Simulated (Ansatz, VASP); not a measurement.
**MnS in VASP and in Ansatz**

The input POSCAR:

```
MnS
1.0
    0.0000000000      2.5775913615      2.5775913615
    2.5775913615      0.0000000000      2.5775913615
    2.5775913615      2.5775913615      0.0000000000
Mn S
1 1
Direct
    0.0000000000      0.0000000000      0.0000000000
    0.5000000000      0.5000000000      0.5000000000
```

INCAR.step1

```
SYSTEM = MnS
  ALGO = Normal
  EDIFF = 1E-4
  ENCUT = 520
  GGA = PE
  ISMEAR = 0
  ISPIN = 2
  LASPH = .TRUE.
  LCHARG = .FALSE.
  LMAXMIX = 4
  LREAL = .FALSE.
  LWAVE = .TRUE.
  MAGMOM = 4.77 0
  NBANDS = 20
  NELM = 150
  PREC = Accurate
  SIGMA = 0.05
```

The input INCAR.step2:

```
SYSTEM = MnS
  ALGO = Normal
  EDIFF = 1E-6
  ENCUT = 520
  ISIF = 2
  ISMEAR = 0
  ISPIN = 2
  ISTART = 1
  LASPH = .TRUE.
  LCHARG = .FALSE.
  LMAXMIX = 4
  LMIXTAU = .TRUE.
  LORBIT = 11
  LREAL = .FALSE.
  LWAVE = .FALSE.
  MAGMOM = 4.77 0
  METAGGA = R2SCAN
  NBANDS = 20
  NELM = 150
  PREC = Accurate
  SIGMA = 0.05
```

File KPOINTS:

```
k-points
0
G
  12 12 12
  0 0 0
```

Input for Ansatz:

```yaml
crystal:
  lattice:
    - [0.0, 2.5775913615, 2.5775913615]
    - [2.5775913615, 0.0, 2.5775913615]
    - [2.5775913615, 2.5775913615, 0.0]
  atoms:
    - { symbol: Mn, position: [0.0, 0.0, 0.0], spin: 4.77 }
    - { symbol: S, position: [0.5, 0.5, 0.5] }
basis:
  ecutwfc: 500
  ecutrho_ratio: 4
kpoints:
  mp_grid: { grid: [12, 12, 12] }
hamiltonian:
  xc: r2scan
scf:
  occupations: { method: gaussian, width: 0.05 }
output:
  forces: true
  stress: true
  eigenvalues: true
  populations: true
magnetization:
  spin_polarized: true
```

Alike in both runs: task single point; functional r2SCAN; k mesh 12 × 12 × 12; occupations gaussian, width 0.05 eV; collinear spin.

```csv
,VASP,Ansatz
version,VASP 6.6.1,Ansatz 0.2.0
potentials or method,"VASP PAW PBE potentials, release 64 (Mn_pv, S), cutoff 520 eV","scalar-relativistic, plane waves, PAW"
valence electrons in the cell,19,21
```

|  | VASP | Ansatz | Ansatz less VASP |
| --- | --- | --- | --- |
| gap on the k mesh at the Fermi level (eV) | none | none | - |
| pressure (GPa) | 3.0 | 3.0 | 0.00 |
| net moment per atom (μB) | 2.47 | 2.47 | -0.001 |
| size of the moment on the site where the two differ most (μB) | 4.47 | 4.41 | -0.059 |

VASP's potentials were made for PBE, not for r2SCAN. Site moments also hang on the region over which each program counts them. A gap of «none» marks a metal or a gap that the smearing closes. With one functional, cell and mesh, what is left measures potentials, basis and numerics. VASP's potentials hold 19 valence electrons a cell and Ansatz's 21, so a difference there can come from the potentials and not from the codes. Ansatz's warnings: stability check not made.
